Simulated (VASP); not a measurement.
# BN (F-43m) in VASP: further runs

The runs below take BN through single point, relaxation of cell and atoms, with LDA.

Program: VASP 6.6.1. These are calculated values, not measurements. Logs are shortened: lines on timing, memory, paths and dates and some standing lists are left out, and cuts for length are marked.

## Step 1: The cell of the first run

The structure is cubic, space group F-43m (No. 216). Conventional cell: a = 3.460 Å, b = 3.460 Å, c = 3.460 Å, α = 90.00°, β = 90.00°, γ = 90.00°. B (site symmetry -43m) has 4 N at 1.50 Å within 2.0 Å. N (site symmetry -43m) has 4 B at 1.50 Å within 2.0 Å.

## Step 2: Single point, LDA

File INCAR:

```
PREC = Accurate
ENCUT = 600
EDIFF = 1E-6
ISMEAR = 0
SIGMA = 0.01
LREAL = F
LASPH = T
NELM = 120
ALGO = Normal
ISIF = 2
LWAVE = F
LCHARG = F
NBANDS = 11
GGA_COMPAT = F
```

File KPOINTS:

```
regular mesh
0
Gamma
  12 12 12
```

File POSCAR:

```
BN
1.0
    0.0000000000      1.7297629270      1.7297629270
    1.7297629270      0.0000000000      1.7297629270
    1.7297629270      1.7297629270      0.0000000000
B N
1 1
Direct
    0.0000000000      0.0000000000      0.0000000000
    0.7500000000      0.7500000000      0.7500000000
```

Potentials or basis: VASP PAW LDA potentials, release 64 (B, N).

The run is started by

```console
> cat potpaw_LDA.64/B/POTCAR potpaw_LDA.64/N/POTCAR > POTCAR
> mpirun -np 1 vasp_std > vasp.out
```

OUTCAR:

```text
PREC = Accurate
   ENCUT = 600
   EDIFF = 1E-6
   ISMEAR = 0
   LREAL = F
   LASPH = T
   NELM = 120
   ISIF = 2

 ion  position               nearest neighbor table
   1  0.000  0.000  0.000-   2 1.50   2 1.50   2 1.50   2 1.50
   2  0.750  0.750  0.750-   1 1.50   1 1.50   1 1.50   1 1.50

  LATTYP: Found a face centered cubic cell.
 ALAT       =     3.4595258540

  Lattice vectors:

 A1 = (   0.0000000000,   1.7297629270,   1.7297629270)
 A2 = (   1.7297629270,   0.0000000000,   1.7297629270)
 A3 = (   1.7297629270,   1.7297629270,   0.0000000000)

Analysis of symmetry for initial positions (statically):
=====================================================================
 Subroutine PRICEL returns:
 Original cell was already a primitive cell.

 Routine SETGRP: Setting up the symmetry group for a
 face centered cubic supercell.

 Subroutine GETGRP returns: Found 24 space group operations
 (whereof 24 operations were pure point group operations)
 out of a pool of 48 trial point group operations.

The static configuration has the point symmetry T_d .

Analysis of symmetry for dynamics (positions and initial velocities):
=====================================================================
 Subroutine PRICEL returns:
 Original cell was already a primitive cell.

 Routine SETGRP: Setting up the symmetry group for a
 face centered cubic supercell.

 Subroutine GETGRP returns: Found 24 space group operations
 (whereof 24 operations were pure point group operations)
 out of a pool of 48 trial point group operations.

The dynamic configuration has the point symmetry T_d .

 Subroutine INISYM returns: Found 24 space group operations
 (whereof 24 operations are pure point group operations),
 and found     1 'primitive' translations

----------------------------------------------------------------------------------------

                                     Primitive cell

  volume of cell :      10.3512

  direct lattice vectors                    reciprocal lattice vectors
     0.000000000  1.729762927  1.729762927    -0.289056952  0.289056952  0.289056952
     1.729762927  0.000000000  1.729762927     0.289056952 -0.289056952  0.289056952
     1.729762927  1.729762927  0.000000000     0.289056952  0.289056952 -0.289056952

  length of vectors
     2.446254191  2.446254191  2.446254191     0.500661328  0.500661328  0.500661328

  position of ions in fractional coordinates (direct lattice)
     0.000000000  0.000000000  0.000000000
     0.750000000  0.750000000  0.750000000

  ion indices of the primitive-cell ions
   primitive index   ion index
                 1           1
                 2           2

----------------------------------------------------------------------------------------

 KPOINTS: regular mesh

Automatic generation of k-mesh.
 Grid dimensions read from file:
 generate k-points for:   12   12   12

 Generating k-lattice:

  Cartesian coordinates                     Fractional coordinates (reciprocal lattice)
    -0.024088079  0.024088079  0.024088079     0.083333333  0.000000000  0.000000000
     0.024088079 -0.024088079  0.024088079     0.000000000  0.083333333  0.000000000
     0.024088079  0.024088079 -0.024088079     0.000000000  0.000000000  0.083333333

  Length of vectors
     0.041721777  0.041721777  0.041721777

  Shift w.r.t. Gamma in fractional coordinates (k-lattice)
     0.000000000  0.000000000  0.000000000

 Subroutine IBZKPT returns following result:
 ===========================================

 Found     72 irreducible k-points:

 Following reciprocal coordinates:
            Coordinates               Weight
  0.000000  0.000000  0.000000      1.000000
  0.083333  0.000000  0.000000      8.000000
  0.166667  0.000000  0.000000      8.000000
  0.250000  0.000000  0.000000      8.000000
  0.333333  0.000000  0.000000      8.000000
  0.416667  0.000000  0.000000      8.000000
[... 16 lines left out ...]
  0.500000  0.166667  0.000000     24.000000
 -0.416667  0.166667  0.000000     24.000000
 [... further k-points ...]
   k-points           NKPTS =     72   k-points in BZ     NKDIM =     72   number of bands    NBANDS=     11
   number of dos      NEDOS =    301   number of ions     NIONS =      2
   total plane-waves  NPLWV =   8000
   dimension x,y,z NGX =    20 NGY =   20 NGZ =   20
   dimension x,y,z NGXF=    40 NGYF=   40 NGZF=   40
   ions per type =               1   1
   NGX,Y,Z   is equivalent  to a cutoff of  13.59, 13.59, 13.59 a.u.
   NGXF,Y,Z  is equivalent  to a cutoff of  27.18, 27.18, 27.18 a.u.
 SYSTEM =  unknown system
   PREC   = accura    normal or accurate (medium, high low for compatibility)
   ISTART =      0    job   : 0-new  1-cont  2-samecut
   ICHARG =      2    charge: 1-file 2-atom 10-const
   ISPIN  =      1    spin polarized calculation?
   LNONCOLLINEAR =      F non collinear calculations
   LSORBIT =      F    spin-orbit coupling
   LASPH  =      T    aspherical Exc in radial PAW
   ENCUT  =  600.0 eV  44.10 Ry    6.64 a.u.   4.89  4.89  4.89*2*pi/ulx,y,z
   NELM   =    120;   NELMIN=  2; NELMDL= -5     # of ELM steps
   EDIFF  = 0.1E-05   stopping-criterion for ELM
   LREAL  =      F    real-space projection
   EDIFFG = 0.1E-04   stopping-criterion for IOM
   NSW    =      0    number of steps for IOM
   IBRION =     -1    ionic relax: 0-MD 1-quasi-New 2-CG
   NFREE  =      0    steps in history (QN), initial steepest desc. (CG)
   ISIF   =      2    stress and relaxation
   ISYM   =      2    0-nonsym 1-usesym 2-fastsym
   POTIM  = 0.5000    time-step for ionic-motion
   TEBEG  =    0.0;   TEEND  =   0.0 temperature during run
   PSTRESS=    0.0 pullay stress
   NELECT =       8.0000    total number of electrons
   NUPDOWN=      -1.0000    fix difference up-down
   EMIN   =  10.00;   EMAX   =-10.00  energy-range for DOS
   EFERMI =   0.00;   METHOD = LEGACY
   ISMEAR =     0;   SIGMA  =   0.01  broadening in eV -4-tet -1-fermi 0-gaus
   EFERMI_NEDOS =   21; number of points for ismear=-14 and -15
   IALGO  =     38    algorithm
   IMIX   =      4    mixing-type and parameters
     AMIX     =   0.40;   BMIX     =  1.00
     AMIX_MAG =   1.60;   BMIX_MAG =  1.00
  volume/ion in A,a.u.               =       5.18        34.93
  Fermi-wavevector in a.u.,A,eV,Ry     =   1.502363  2.839055 30.709640  2.257095
  Thomas-Fermi vector in A             =   2.613613
   LORBIT       =      0    0 simple, 1 ext, 2 COOP (PROOUT), +10 PAW based schemes
   GGA     = CA    functional components
   LHFCALC =     F    Hartree Fock is set to
   AEXX    =    0.0000 exact exchange contribution
   IVDW    =     0    specifies the selected vdW correction
   LEPSILON=     F    determine dielectric tensor
   LRPA    =     F    only Hartree local field effects (RPA)
 non-spin polarized calculation
 Gauss-broadening in eV      SIGMA  =   0.01
  energy-cutoff  :      600.00
  volume of cell :       10.35
 maximum number of plane-waves:       360
   NGX =  9   NGY =  9   NGZ =  9

 number of electron       8.0000001 magnetization

 Free energy of the ion-electron system (eV)
  ---------------------------------------------------
  ext. energy  EPLUGINS =         0.00000000
  ---------------------------------------------------
  free energy    TOTEN  =       -19.24420700 eV

  energy without entropy =      -19.24420700  energy(sigma->0) =      -19.24420700

 E-fermi :   9.2278     XC(G=0): -13.7508

 val. band max:        9.1299190102   @ k =   0.0000   0.0000   0.0000
 cond. band min:      13.6199994950   @ k =   0.5000   0.5000   0.0000
 fundamental gap:      4.4900804848
 Fermi energy:         9.2277560174

 k-point     1 :       0.0000    0.0000    0.0000
  band No.  band energies     occupation
      1     -12.5120      2.00000
      2       9.1299      2.00000
      3       9.1299      2.00000
      4       9.1299      2.00000
      5      18.4367      0.00000
      6      18.4367      0.00000
      7      18.4367      0.00000
      8      21.7949      0.00000
      9      36.1885      0.00000
     10      38.5943      0.00000
     11      38.5943      0.00000

 k-point     2 :       0.0833    0.0000    0.0000
  band No.  band energies     occupation
      1     -12.3245      2.00000
      2       8.1358      2.00000
      3       8.9189      2.00000
      4       8.9189      2.00000
      5      18.7546      0.00000
      6      18.7546      0.00000
      7      18.8264      0.00000
      8      22.2582      0.00000
      9      35.5231      0.00000
     10      36.0111      0.00000
     11      36.0111      0.00000

 k-point     3 :       0.1667    0.0000    0.0000
  band No.  band energies     occupation
      1     -11.7673      2.00000
      2       5.8401      2.00000
      3       8.4110      2.00000
      4       8.4110      2.00000
      5      19.4809      0.00000
      6      19.4809      0.00000
      7      19.5115      0.00000
      8      23.3640      0.00000
      9      34.2947      0.00000
     10      34.2947      0.00000
     11      34.5096      0.00000

 k-point     4 :       0.2500    0.0000    0.0000
  band No.  band energies     occupation
      1     -10.8596      2.00000
      2       3.1267      2.00000
      3       7.8318      2.00000
      4       7.8318      2.00000
      5      20.1421      0.00000
      6      20.1421      0.00000
      7      20.1441      0.00000
      8      24.4291      0.00000
      9      33.8977      0.00000
     10      33.8977      0.00000
     11      33.9512      0.00000

 k-point     5 :       0.3333    0.0000    0.0000
  band No.  band energies     occupation
      1      -9.6545      2.00000
      2       0.4648      2.00000
      3       7.3430      2.00000
      4       7.3430      2.00000
      5      20.4342      0.00000
      6      20.4342      0.00000
      7      20.6688      0.00000
      8      25.0791      0.00000
      9      33.9212      0.00000
     10      34.8837      0.00000
     11      34.8837      0.00000
[... 211 lines left out ...]
 k-point    21 :       0.3333    0.1667    0.0000
  band No.  band energies     occupation
      1      -9.8591      2.00000
      2       2.4897      2.00000
      3       5.9320      2.00000
      4       6.4089      2.00000
      5      17.7794      0.00000
      6      22.6259      0.00000
      7      22.9631      0.00000
      8      23.3044      0.00000
      9      30.0071      0.00000
     10      37.9495      0.00000
     11      38.9873      0.00000

 k-point    22 :       0.4167    0.1667    0.0000
  band No.  band energies     occupation
      1      -8.6183      2.00000
      2       0.1157      2.00000
      3       5.6798      2.00000
      4       5.7307      2.00000
      5      18.1581      0.00000
      6      22.9150      0.00000
      7      23.0007      0.00000
      8      24.3496      0.00000
      9      30.9571      0.00000
     10      37.7518      0.00000
     11      39.4395      0.00000

 k-point    23 :       0.5000    0.1667    0.0000
  band No.  band energies     occupation
      1      -7.4207      2.00000
      2      -1.7337      2.00000
      3       5.0156      2.00000
      4       5.8211      2.00000
      5      18.4724      0.00000
      6      22.6813      0.00000
      7      23.1099      0.00000
      8      25.7063      0.00000
      9      31.3170      0.00000
     10      38.0172      0.00000
     11      38.6166      0.00000

 k-point    24 :      -0.4167    0.1667    0.0000
  band No.  band energies     occupation
      1      -7.1724      2.00000
      2      -2.0766      2.00000
      3       4.5530      2.00000
      4       6.1866      2.00000
      5      18.9363      0.00000
      6      22.2280      0.00000
      7      23.0439      0.00000
      8      26.4248      0.00000
      9      31.6204      0.00000
     10      36.0158      0.00000
     11      38.3182      0.00000

 [... further k-points ...]
[... 5 lines left out ...]
  --------------------------------------------------------------------------------------
  -------------------------------------------------------------------------------------
  Total        3.3051201      3.3051201      3.3051201     -0.0000000      0.0000000      0.0000000
  in kB      511.5735460    511.5735460    511.5735460     -0.0000000      0.0000000      0.0000000
  external PRESSURE =     511.5735460 kB  Pullay stress =       0.0000000 kB

 VOLUME and BASIS-vectors are now :
 -----------------------------------------------------------------------------
  energy-cutoff  :      600.00
  volume of cell :       10.35
      direct lattice vectors                 reciprocal lattice vectors
     0.000000000  1.729762927  1.729762927    -0.289056952  0.289056952  0.289056952
     1.729762927  0.000000000  1.729762927     0.289056952 -0.289056952  0.289056952
     1.729762927  1.729762927  0.000000000     0.289056952  0.289056952 -0.289056952

 POSITION                                       TOTAL-FORCE (eV/Angst)
 -----------------------------------------------------------------------------------
      0.00000      0.00000      0.00000         0.000000      0.000000      0.000000
      2.59464      2.59464      2.59464        -0.000000     -0.000000     -0.000000
 -----------------------------------------------------------------------------------
    total drift:                                0.000000      0.000000     -0.000000

  FREE ENERGIE OF THE ION-ELECTRON SYSTEM (eV)
  ---------------------------------------------------
  free  energy   TOTEN  =       -19.2442070004 eV

  energy  without entropy=      -19.2442070004  energy(sigma->0) =      -19.24420700
```

Wall time 6.5 s (1 thread of Intel Xeon Platinum 8259CL at 2.50GHz (Skylake/Cascade Lake), shared host); peak memory 0.11 GiB.

What came out:

- Free energy: -19.2442 eV
- Pressure: 51.2 GPa
- Band gap on the k mesh: 4.49 eV, indirect (least direct gap 9.31 eV)

A k mesh can miss the band edges. A hybrid or GW would open this gap; LDA tends to underestimate it.

## Step 3: Relaxation of cell and atoms, LDA, target pressure 50 GPa, at which the enthalpy is minimised

This run uses another cell than the first one, of 5.74 Å³/atom, 1.109 times its volume.

File INCAR:

```
PREC = Accurate
ENCUT = 600
EDIFF = 1E-7
ISMEAR = 0
SIGMA = 0.01
LREAL = False
LASPH = True
NELM = 120
ALGO = Normal
ISIF = 3
LWAVE = False
LCHARG = False
IBRION = 2
NSW = 80
EDIFFG = -0.001
PSTRESS = 500.0
GGA_COMPAT = False
NELMIN = 4
```

File KPOINTS:

```
Automatic mesh
0
Gamma
  12 12 12
```

File POSCAR:

```
BN
1.0
    0.0000000000      1.7902744185      1.7902744185
    1.7902744185      0.0000000000      1.7902744185
    1.7902744185      1.7902744185      0.0000000000
B N
1 1
Direct
    0.0000000000      0.0000000000      0.0000000000
    0.7500000000      0.7500000000      0.7500000000
```

Potentials or basis: VASP PAW LDA potentials, release 64 (B, N).

The run is started by

```console
> cat potpaw_LDA.64/B/POTCAR potpaw_LDA.64/N/POTCAR > POTCAR
> mpirun -np 1 vasp_std > vasp.out
```

Wall time 21 s (1 thread of Intel Xeon Platinum 8259CL at 2.50GHz (Skylake/Cascade Lake), shared host); peak memory 0.12 GiB.

Results (log left out):

```
Free energy                                            : -19.2539 eV
Relaxed volume                                         : 5.18 Å³/atom
Relaxed cell                                           : a = 2.448 Å, b = 2.448 Å, c = 2.448 Å, α = 60.00°, β = 60.00°, γ = 60.00°
Space group after relaxing (to 0.05 Å)                 : F-43m (No. 216)
Energy change on relaxing (the enthalpy is what falls) : +81.2 meV/atom
Ionic steps                                            : 7
Pressure after relaxing                                : 50.0 GPa
Band gap on the k mesh                                 : 4.49 eV, indirect (least direct gap 9.30 eV)
```

Step by step:
```csv
step,energy change (eV),largest force (eV/Å),pressure (GPa),volume (Å³)
1,0.0000,0.0000,0.73,11.48
2,1.2036,0.0000,175.03,8.79
3,0.1467,0.0000,47.17,10.42
4,0.1604,0.0000,49.64,10.38
5,0.1670,0.0000,50.82,10.35
6,0.1562,0.0000,48.88,10.39
7,0.1624,0.0000,50.00,10.37
```

Final structure:
```xyz
2
Lattice="0.0000 1.7308 1.7308 1.7308 0.0000 1.7308 1.7308 1.7308 0.0000" Properties=species:S:1:pos:R:3 pbc="T T T"
B     0.0000    0.0000    0.0000
N     2.5961    2.5961    2.5961
```

Levels at points of the mesh, in eV from the valence-band top:
```tsv
k point	band 1	band 2	band 3	band 4	band 5	band 6	band 7	band 8
(0.00, 0.00, 0.00)	-21.62	0.00	0.00	0.00	9.30	9.30	9.30	12.64
(0.50, 0.00, 0.00)	-16.70	-11.96	-2.21	-2.21	11.28	11.28	11.98	16.34
(0.50, 0.50, 0.00)	-15.14	-9.78	-5.61	-5.61	4.49	9.88	19.77	19.77
```

Caveat: the cell is relaxed towards a set pressure, so the enthalpy falls and the energy may rise. A k mesh can miss the band edges.
